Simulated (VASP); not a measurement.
A run of VASP 6.6.1 is set up as follows.

Contents of INCAR:

```
ALGO = Fast
DIPOL = 0.5 0.5 0.500
EDIFF = 1E-6
ENCUT = 520
GGA = PE
IDIPOL = 3
ISIF = 2
ISMEAR = 0
ISPIN = 2
LASPH = True
LCHARG = False
LDIPOL = True
LMAXMIX = 4
LORBIT = 11
LREAL = False
LWAVE = False
MAGMOM = 1 0 0 0 1
NBANDS = 40
NELM = 150
PREC = Accurate
SIGMA = 0.1
```

Contents of KPOINTS:

```
k-points
0
Gamma
  15 15 1
```

Contents of POSCAR:

```
Cu
1.0
    2.5680103728      0.0000000000      0.0000000000
   -1.2840051864      2.2239622200      0.0000000000
    0.0000000000      0.0000000000     23.3870563155
Cu
5
Direct
    0.3333333333      0.6666666667      0.3206902100
    0.6666666667      0.3333333333      0.4103451050
    0.3333333333      0.6666666667      0.5000000000
    0.6666666667      0.3333333333      0.5896548950
    0.3333333333      0.6666666667      0.6793097900
```

Potentials or basis: VASP PAW PBE potentials, release 64 (Cu).

Command:

```sh
$ cat potpaw_PBE.64/Cu/POTCAR > POTCAR
$ mpirun -np 1 vasp_std > vasp.out
```

(1) Predict the net moment.

(2) What does it give for the largest force?

## Answers

(1) 0.00 μB per cell.

(2) 0.072 eV/Å.
